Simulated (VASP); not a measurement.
A run of VASP 6.6.1 is set up as follows.

Contents of POSCAR:

```
SnSe
1.0
    0.0000000000      3.0496098055      3.0496098055
    3.0496098055      0.0000000000      3.0496098055
    3.0496098055      3.0496098055      0.0000000000
Sn Se
1 1
Direct
    0.0000000000      0.0000000000      0.0000000000
    0.5000000000      0.5000000000      0.5000000000
```

INCAR.step1

```
SYSTEM = SnSe
PREC     = Accurate       ! precision mode
ENCUT    = 520            ! plane-wave cutoff, eV
ISMEAR   = -1             ! smearing method
SIGMA    = 0.05           ! smearing width, eV
LREAL    = .False.        ! projectors in reciprocal space
LASPH    = .True.         ! aspherical terms in the spheres
NELM     = 80             ! most SCF steps
NBANDS   = 17             ! bands
GGA      = PE             ! functional
ALGO     = Normal         ! electronic algorithm
EDIFF    = 1E-4           ! SCF threshold, eV
LWAVE    = .True.         ! write WAVECAR
LCHARG   = .False.        ! write CHGCAR
```

Contents of INCAR.step2:

```
SYSTEM = SnSe
PREC     = Accurate       ! precision mode
ENCUT    = 520            ! plane-wave cutoff, eV
EDIFF    = 1E-6           ! SCF threshold, eV
ISMEAR   = -1             ! smearing method
SIGMA    = 0.05           ! smearing width, eV
LREAL    = .False.        ! projectors in reciprocal space
LASPH    = .True.         ! aspherical terms in the spheres
NELM     = 80             ! most SCF steps
ALGO     = Normal         ! electronic algorithm
ISIF     = 2              ! what is computed and relaxed
LWAVE    = .False.        ! write WAVECAR
LCHARG   = .False.        ! write CHGCAR
METAGGA  = R2SCAN         ! meta-GGA
LMIXTAU  = .True.       
IVDW     = 13             ! dispersion correction
VDW_S6   = 1.0          
VDW_S8   = 0.6018749    
VDW_A1   = 0.51559235   
VDW_A2   = 5.77342911   
NBANDS   = 17             ! bands
ISTART   = 1
```

File KPOINTS:

```
regular mesh
0
Gamma
  8 8 8
  0 0 0
```

Potentials or basis: VASP PAW PBE potentials, release 64 (Sn_d, Se).

Command:

```bash
$ cat potpaw_PBE.64/Sn_d/POTCAR potpaw_PBE.64/Se/POTCAR > POTCAR
$ cp INCAR.step1 INCAR
$ mpirun -np 1 vasp_std > vasp.out
$ cp INCAR.step2 INCAR
$ mpirun -np 1 vasp_std > vasp.out
```

Question: What does it give for the pressure?

Answer: -2.0 GPa.

Question: Predict the band gap on the k mesh.

Answer: 0.28 eV, direct.

Question: Estimate the dispersion energy per atom.

Answer: -0.130 eV.

Caveat: the PAW data sets were made with another functional, which shifts forces and pressure a little; spin-orbit coupling is left out, which moves the levels of the heavy elements. A k mesh can miss the band edges.
